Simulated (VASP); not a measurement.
# KBr: single point with LDA

KBr:

```xyz
2
Lattice="4.0435 0.0000 0.0000 0.0000 4.0435 0.0000 0.0000 0.0000 4.0435" Properties=species:S:1:pos:R:3 pbc="T T T"
K     4.0435    0.0000    0.0000
Br    2.0217    2.0217    2.0217
```

```
Program                : VASP 6.6.1
Task                   : single point
Functional             : LDA
Potentials or basis    : VASP PAW LDA potentials, release 64 (K_sv, Br)
Cutoff                 : 400 eV
k mesh                 : 6 × 6 × 6
Occupations            : fermi-dirac, width 0.02 eV
Spin                   : no spin polarisation
Dipole correction      : no
Further INCAR settings : ALGO = Normal; EDIFF = 1e-06; NBANDS = 15
```

```json
{
  "Pressure": "-2.7 GPa",
  "Band gap on the k mesh": "3.48 eV, indirect (least direct gap 3.75 eV)"
}
```

Levels at points of the mesh, in eV from the valence-band top:
```tsv
k point	band 5	band 6	band 7	band 8	band 9	band 10	band 11	band 12
(0.00, 0.00, 0.00)	-11.93	-0.27	-0.27	-0.27	3.48	5.58	5.58	9.51
(0.50, 0.00, 0.00)	-11.77	-2.02	-0.24	-0.24	6.15	6.89	7.35	8.71
(0.50, 0.50, 0.00)	-11.89	-1.42	-1.42	0.00	4.90	6.23	7.85	7.85
(0.50, 0.50, 0.50)	-12.05	-1.46	-1.46	-1.46	7.10	7.10	7.10	9.19
```

Run time: 22 s on 1 thread of Intel Xeon 8259CL, with other jobs on the host, peak memory 0.14 GiB.

A k mesh can miss the band edges. A hybrid or GW would open this gap; LDA tends to underestimate it.
